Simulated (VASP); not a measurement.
HgP, 2 atoms in the cell. The structure is cubic, space group F-43m (No. 216). The conventional cell has a = 5.738 Å, b = 5.738 Å, c = 5.738 Å, α = 90.00°, β = 90.00°, γ = 90.00°. Within 3.3 Å of Hg (site symmetry -43m) lie 4 P at 2.48 Å. P (site symmetry -43m) has 4 Hg at 2.48 Å within 3.3 Å. 

- Program: VASP 6.6.1
- Task: single point
- Functional: PBEsol
- Potentials or basis: VASP PAW PBE potentials, release 64 (Hg, P)
- Cutoff: 500 eV
- k mesh: 10 × 10 × 10
- Occupations: gaussian, width 0.05 eV
- Spin: no spin polarisation
- Dipole correction: no
- Further INCAR settings: ALGO = Normal; EDIFF = 1e-06; NBANDS = 16

Potentials or basis: VASP PAW PBE potentials, release 64 (Hg, P).

Launch:

```sh
$ cat potpaw_PBE.64/Hg/POTCAR potpaw_PBE.64/P/POTCAR > POTCAR
$ mpirun -np 1 vasp_std > vasp.out
```

Hardware: 1 thread of AMD EPYC 9R45 96-Core Processor (Zen 5), on a shared host.

Problem. Estimate the wall time of this run.

Solution. It took 14 s on 1 thread of AMD EPYC 9R45 96-Core Processor (Zen 5) (shared host), peak memory 0.16 GiB. Counts: scf iterations 12, k points 47.
